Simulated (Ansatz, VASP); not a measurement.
# Two plane-wave programs on BiTe

Contents of INCAR:

```
SYSTEM = BiTe
PREC = Accurate ; ENCUT = 520
EDIFF = 1E-7 ; ISMEAR = 0
SIGMA = 0.15 ; LREAL = .False.
LASPH = .True. ; NELM = 60
ALGO = Normal ; ISIF = 2
LWAVE = .False. ; LCHARG = .True.
GGA = PE ; LELF = .True.
LVHAR = .True. ; NBANDS = 18
```

The input KPOINTS:

```
regular mesh
0
Gamma
  12 12 12
  0 0 0
```

The input POSCAR:

```
BiTe
1.0
    2.4953890060      1.4407135143      3.4168107131
   -2.4953890060      1.4407135143      3.4168107131
    0.0000000000     -2.8814270287      3.4168107131
Bi Te
1 1
Direct
    0.5000000000      0.5000000000      0.5000000000
    0.0000000000      0.0000000000      0.0000000000
```

Input for Ansatz:

```yaml
crystal:
  lattice:
    - [2.495389006, 1.4407135143, 3.4168107131]
    - [-2.495389006, 1.4407135143, 3.4168107131]
    - [0.0, -2.8814270287, 3.4168107131]
  atoms:
    - { symbol: Bi, position: [0.5, 0.5, 0.5] }
    - { symbol: Te, position: [0.0, 0.0, 0.0] }
basis:
  ecutwfc: 420
kpoints:
  mp_grid: { grid: [12, 12, 12] }
hamiltonian:
  xc: pbe
scf:
  occupations: { method: gaussian, width: 0.15 }
output:
  forces: true
  stress: true
  eigenvalues: true
```

Change from the starting cell: strain +0.030 along x and y, +0.030 along z, atoms carried along.

Alike in both runs: task single point; functional PBE; k mesh 12 × 12 × 12; occupations gaussian, width 0.15 eV; no spin polarisation.

|  | VASP | Ansatz |
| --- | --- | --- |
| version | VASP 6.6.1 | Ansatz 0.2.0 |
| potentials or method | VASP PAW PBE potentials, release 64 (Bi_d, Te), cutoff 520 eV | scalar-relativistic, plane waves, PAW |
| valence electrons in the cell | 21 | 31 |

|  | VASP | Ansatz | Ansatz less VASP |
| --- | --- | --- | --- |
| gap on the k mesh at the Fermi level (eV) | none | none | - |
| pressure (GPa) | -3.5 | -3.5 | +0.06 |
| traceless stress, the component that is largest in VASP (GPa) | 0.75 | 0.75 | 0.000 |

A gap of «none» marks a metal or a gap that the smearing closes. VASP's potentials hold 21 valence electrons a cell and Ansatz's 31, so a difference there can come from the potentials and not from the codes.

Neither program's run includes spin-orbit coupling.
